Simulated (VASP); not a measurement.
## Bi: single point with LDA

Crystal: Bi.

```
Bi
1.0
     0.00000    2.35104    2.35104
     2.35104    0.00000    2.35104
     2.35104    2.35104    0.00000
Bi
1
Direct
  0.00000 0.00000 0.00000
```

This cell differs from its parent crystal: volume scaled by 0.88.

```
Program             : VASP 6.6.1
Task                : single point
Functional          : LDA
Potentials or basis : VASP PAW LDA potentials, release 64 (Bi_d)
Cutoff              : 520 eV
k mesh              : 13 × 13 × 13
Occupations         : fermi-dirac, width 0.1 eV
Spin                : no spin polarisation
```

```json
{
  "Pressure": "10.9 GPa"
}
```

Levels at points of the mesh, in eV from the Fermi level:
| k point | band 5 | band 6 | band 7 | band 8 | band 9 | band 10 |
| --- | --- | --- | --- | --- | --- | --- |
| (0.00, 0.00, 0.00) | -23.04 | -14.99 | 6.21 | 6.21 | 6.21 | 8.97 |

Wall time 26 s on 1 thread of Intel(R) Xeon(R) Platinum 8488C (Sapphire Rapids), on a shared host, peak memory 0.15 GiB.

Caveat: spin-orbit coupling is left out, which moves the levels of the heavy elements.
